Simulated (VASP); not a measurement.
Write the native input for VASP 6.6.1 that does the following.

* Task: single point
* Functional: PBEsol
* Potentials or basis: VASP PAW PBE potentials, release 64 (Nb_sv)
* Cutoff: 520 eV
* k mesh: 13 × 13 × 13
* Occupations: fermi-dirac, width 0.08 eV
* Spin: no spin polarisation
* Dipole correction: no
* Further INCAR settings: ALGO = Normal; EDIFF = 1e-06; NBANDS = 12

The structure of Nb lies in POSCAR:

```
Nb
1.0
    0.0000000000      2.1150000000      2.0938500000
    2.1150000000      0.0000000000      2.0938500000
    2.1150000000      2.1150000000      0.0000000000
Nb
1
Direct
    0.0000000000      0.0000000000      0.0000000000
```

This cell differs from its parent crystal: zz strain of -1 %.

The input as run:

INCAR

```
SYSTEM = Nb
  ALGO = Normal
  EDIFF = 1E-6
  ENCUT = 520
  GGA = PS
  ISIF = 2
  ISMEAR = -1
  LASPH = .True.
  LCHARG = .False.
  LREAL = .False.
  LWAVE = .False.
  NBANDS = 12
  NELM = 60
  PREC = Accurate
  SIGMA = 0.08
```

KPOINTS

```
k-points
0
Gamma
  13 13 13
  0 0 0
```

Potentials or basis: VASP PAW PBE potentials, release 64 (Nb_sv).

The run is started by

```bash
$ cat potpaw_PBE.64/Nb_sv/POTCAR > POTCAR
$ mpirun -np 1 vasp_std > vasp.out
```

Results of the run:

- Pressure: -5.4 GPa

Caveat: the cell differs from its parent crystal (zz strain of -1 %); the PAW data sets were made with another functional, which shifts forces and pressure a little.

Wall time 23 s on 1 thread of Intel(R) Xeon(R) Platinum 8259CL CPU @ 2.50GHz (Skylake/Cascade Lake), on a shared host, peak memory 0.17 GiB.
